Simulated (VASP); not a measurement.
LuH2: single point with PBEsol

LuH2:

```
Lu H
1.0
     0.00000    2.51650    2.51650
     2.51650    0.00000    2.51650
     2.51650    2.51650    0.00000
Lu H
1 2
Direct
  0.00000 0.00000 0.00000
  0.25000 0.25000 0.25000
  0.75000 0.75000 0.75000
```

```yaml
Program: VASP 6.6.1
Task: single point
Functional: PBEsol
Potentials_or_basis: VASP PAW PBE potentials, release 64 (Lu, H)
Cutoff: 520 eV
k_mesh: 10 × 10 × 10
Occupations: fermi-dirac, width 0.1 eV
Spin: no spin polarisation
```

* Pressure: -3.8 GPa

Levels at points of the mesh, in eV from the Fermi level:
```
           k point  band 9  band 10  band 11  band 12  band 13  band 14  band 15  band 16  band 17  band 18
(0.00, 0.00, 0.00)   -4.94    -4.87    -4.87    -4.87    -0.47     1.33     1.33     1.33     4.16     4.16
(0.50, 0.00, 0.00)   -4.92    -4.89    -4.89    -4.87    -3.90     1.41     1.41     4.88     5.69     5.69
(0.50, 0.50, 0.00)   -4.93    -4.91    -4.90    -4.90    -3.97    -2.37     5.90     5.98     5.98     6.46
```

It took 19 s on 1 thread of Intel(R) Xeon(R) 6975P-C (Granite Rapids), with other jobs on the host, peak memory 0.18 GiB.

Caveat: the PAW data sets were made with another functional, which shifts forces and pressure a little; spin-orbit coupling is left out, which moves the levels of the heavy elements.
